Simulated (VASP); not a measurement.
Pd:

```
CELL_PARAMETERS angstrom
-1.58269 1.58269 1.58269
1.58269 -1.58269 1.58269
1.58269 1.58269 -1.58269
ATOMIC_POSITIONS crystal
Pd 0.00000 0.00000 0.00000
```

This isn't the form of Pd at room conditions, which is fcc.

Base run:

* Program: VASP 6.6.1
* Functional: r2SCAN
* Potentials or basis: VASP PAW PBE potentials, release 64 (Pd_sv_GW)
* Cutoff: 690 eV
* k mesh: 12 × 12 × 12
* Occupations: fermi-dirac, width 0.05 eV
* Spin: no spin polarisation

Its results: band gap on the k mesh zero (bands 9 and 10 overlap by 1.58 eV); pressure -8.3 GPa.

**Question.** The run is repeated on the same cell with these changes: functional from r2SCAN to PBE0; cutoff from 690 eV to 470 eV; k mesh from 12 × 12 × 12 to 6 × 6 × 6. What comes out?

**Answer.** Band gap on the k mesh zero (bands 9 and 10 overlap by 2.80 eV); pressure -13.3 GPa.

Several settings changed at once.

Caveats: some runs use coarse meshes; the PAW data sets were made with another functional, which shifts forces and pressure a little; the cell stands under tension (at least some runs).
